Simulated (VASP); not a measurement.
Runs of VASP 6.6.1 on Nb. The structure is that of space group P6/mmm (No. 191), or close to it. The cells are those of the table. 

| task | cell | cutoff (eV) | k mesh for the DOS | occupations for the DOS | gap on the mesh (eV) | pressure (GPa) |
| --- | --- | --- | --- | --- | --- | --- |
| relaxation of shape and atoms at fixed volume | relaxed from a = 4.295, b = 4.295, c = 2.361 Å, angles 90.0, 90.0, 120.0°, 3 atoms | 600 | - | - | none | 129.7 |
| single point | a = 4.884, b = 4.884, c = 2.685 Å, angles 90.0, 90.0, 120.0°, 3 atoms | 520 | - | - | none | -0.3 |
| single point | a = 4.474, b = 4.474, c = 2.496 Å, angles 90.0, 90.0, 120.0°, 3 atoms | 520 | - | - | none | 64.3 |
| single point | a = 4.264, b = 4.264, c = 2.396 Å, angles 90.0, 90.0, 120.0°, 3 atoms | 520 | - | - | none | 129.6 |
| single point | a = 4.667, b = 4.667, c = 2.587 Å, angles 90.0, 90.0, 120.0°, 3 atoms | 520 | - | - | none | (a) |

Alike in all rows: level PBE; potentials or basis VASP PAW PBE potentials, release 64 (Nb_sv); no spin polarisation; k mesh 9 × 9 × 12; smearing fermi-dirac 0.05 eV.

**Question.** Fill in the values left out.

**Answer.** (a) 26.2.

A k mesh can miss the band edges, and the runs leave out spin-orbit coupling on Nb.

A gap of «none» marks levels without a gap at the run's occupations.
